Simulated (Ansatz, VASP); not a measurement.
**FePt in VASP and in Ansatz**

```
CELL_PARAMETERS angstrom
2.72350 0.00000 0.00000
0.00000 2.72350 0.00000
0.00000 0.00000 3.72000
ATOMIC_POSITIONS crystal
Pt 0.50000 0.50000 0.50000
Fe 0.00000 0.00000 0.00000
```

Alike in both runs: task single point; functional PBE; k mesh 8 × 8 × 6; occupations fermi-dirac, width 0.05 eV; collinear spin; fixed moment 2.2 μB.

|  | VASP | Ansatz |
| --- | --- | --- |
| version | VASP 6.6.1 | Ansatz 0.2.0 |
| potentials or method | VASP PAW PBE potentials, release 64 (Pt, Fe) | Ansatz PAW |
| plane-wave cutoff (eV) | 520 | 420 |
| valence electrons in the cell | 18 | 34 |

Ansatz gave:

* pressure (GPa): -4.1
* traceless stress, the component that is largest in VASP (GPa): 2.61
* net moment per atom (μB): 1.10
* size of the moment on the site where the two differ most (μB): 0.09

Task: Which values does VASP return?

Result: Pressure (GPa): -4.5; traceless stress, the component that is largest in VASP (GPa): 2.60; net moment per atom (μB): 1.10; size of the moment on the site where the two differ most (μB): 0.03.

Site moments also hang on the region over which each program counts them. The functional is the same, so the differences come from potentials, cutoffs and numerics. VASP's potentials hold 18 valence electrons a cell and Ansatz's 34, so a difference there can come from the potentials and not from the codes.

Neither program's run includes spin-orbit coupling.
